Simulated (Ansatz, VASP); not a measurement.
One calculation of KNbO3, two programs

File INCAR:

```
  PREC = Accurate
  ENCUT = 600
  EDIFF = 1E-6
  ISMEAR = 0
  SIGMA = 0.01
  LREAL = F
  LASPH = T
  NELM = 120
  ALGO = Normal
  ISIF = 2
  LWAVE = F
  LCHARG = F
  GGA = PS
  NBANDS = 28
  GGA_COMPAT = F
```

Contents of KPOINTS:

```
Automatic mesh
0
Gamma
  6 6 6
```

Contents of POSCAR:

```
KNbO3
1.0
    4.0021406886      0.0000000000      0.0000000000
    0.0000000000      4.0021406886      0.0000000000
    0.0000000000      0.0000000000      4.0021406886
K Nb O
1 1 3
Direct
    0.0000000000      0.0000000000      0.0000000000
    0.5000000000      0.5000000000      0.5000000000
    0.0000000000      0.5000000000      0.5000000000
    0.5000000000      0.0000000000      0.5000000000
    0.5000000000      0.5000000000      0.0000000000
```

Input for Ansatz:

```yaml
crystal:
  lattice:
    - [4.002140688555147, 0.0, 0.0]
    - [0.0, 4.002140688555147, 0.0]
    - [0.0, 0.0, 4.002140688555147]
  atoms:
    - { symbol: K, position: [0.0, 0.0, 0.0] }
    - { symbol: Nb, position: [0.5, 0.5, 0.5] }
    - { symbol: O, position: [0.0, 0.5, 0.5] }
    - { symbol: O, position: [0.5, 0.0, 0.5] }
    - { symbol: O, position: [0.5, 0.5, 0.0] }
basis:
  ecutwfc: 450.0
kpoints:
  mp_grid:
    grid: [6, 6, 6]
hamiltonian:
  xc: pbesol
scf:
  occupations:
    method: fixed
output:
  stress: true
```

Alike in both runs: task single point; functional PBEsol; k mesh 6 × 6 × 6; no spin polarisation.

```csv
,VASP,Ansatz
version,VASP 6.6.1,Ansatz 0.2.0
potentials or method,"VASP PAW PBE potentials, release 64 (K_sv, Nb_sv, O), cutoff 600 eV","plane waves, PAW"
occupations,"gaussian, width 0.01 eV",fixed
valence electrons in the cell,40,40
```

Ansatz gave:

| Property | Result |
| --- | --- |
| pressure (GPa) | -2.2 |

Question: Estimate VASP's values.

Answer: Pressure (GPa): -2.4.

VASP's potentials were made for PBE, not for PBEsol.
